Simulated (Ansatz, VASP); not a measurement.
In: VASP beside Ansatz

```
CELL_PARAMETERS angstrom
0.00000 2.51582 2.51582
2.51582 0.00000 2.51582
2.51582 2.51582 0.00000
ATOMIC_POSITIONS crystal
In 0.87500 0.87500 0.87500
In 0.12500 0.12500 0.12500
```

Change from the starting cell: volume scaled by 0.45, LAPW.

Alike in both runs: task single point; functional PBEsol; k mesh 10 × 10 × 10; occupations fermi-dirac, width 0.08 eV; no spin polarisation.

|  | VASP | Ansatz |
| --- | --- | --- |
| version | VASP 6.6.1 | Ansatz 0.2.0 |
| potentials or method | VASP PAW PBE potentials, release 64 (In_d), cutoff 520 eV | all-electron LAPW, scalar-relativistic |

|  | VASP | Ansatz | Ansatz less VASP |
| --- | --- | --- | --- |
| pressure (GPa) | 164.6 | 164.0 | -0.66 |

VASP's potentials were made for PBE, not for PBEsol. Both programs put the cell under a high pressure, so it lies far from rest at this level. Ansatz ran all-electron here, and VASP with PAW potentials.

Noted on VASP's run: the cell as given lies far from equilibrium.
